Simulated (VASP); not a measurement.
**Si2Ni: single point with PBEsol**

Crystal: Si2Ni.

```
Si Ni
1.0
     0.00000    2.69570    2.69570
     2.69570    0.00000    2.69570
     2.69570    2.69570    0.00000
Si Ni
2 1
Cartesian
  0.8479 1.3479 1.3479
  3.5436 4.0436 4.0436
  0.0000 0.0000 0.0000
```

This cell differs from its parent crystal: all Si atoms moved -0.500 Å, as atom 1 along Cartesian [1 0 0].

```json
{
  "Program": "VASP 6.6.1",
  "Task": "single point",
  "Functional": "PBEsol",
  "Potentials or basis": "VASP PAW PBE potentials, release 64 (Si, Ni)",
  "Cutoff": "520 eV",
  "k mesh": "16 × 16 × 16",
  "Occupations": "gaussian, width 0.15 eV",
  "Spin": "no spin polarisation"
}
```

* Pressure: 16.3 GPa
* Largest force: 4.772 eV/Å
* Band gap on the k mesh: zero (bands 9 and 10 overlap by 1.46 eV)

Forces in eV/Å, atoms in the order of the input:
```
Si   2.386  0.000  0.000
Si   2.386  0.000  0.000
Ni  -4.772  0.000  0.000
```

Stress tensor (GPa, compression positive):
```
 5.25  0.00  0.00
 0.00 21.85  0.00
 0.00  0.00 21.85
```

Levels at points of the mesh, in eV from the Fermi level:
```csv
k point,band 7,band 8,band 9,band 10,band 11,band 12
"(0.00, 0.00, 0.00)",-0.38,0.65,0.65,2.46,2.94,3.36
"(0.50, 0.00, 0.00)",-3.30,-0.93,-0.92,0.80,1.90,2.57
"(0.50, 0.50, 0.00)",-3.53,-3.25,-2.77,-0.43,1.27,7.55
"(0.00, 0.50, 0.50)",-3.08,-3.08,-3.02,-0.57,1.21,8.09
```

Run time: 3.6 min on 1 thread of Intel Xeon 8259CL, on a shared host, peak memory 0.33 GiB.

Caveat: the cell differs from its parent crystal (all Si atoms moved -0.500 Å, as atom 1 along Cartesian [1 0 0]); the cell stands under pressure; the PAW data sets were made with another functional, which shifts forces and pressure a little. Spin polarisation is off, so any magnetic state and its effect on volume and gap are missing.
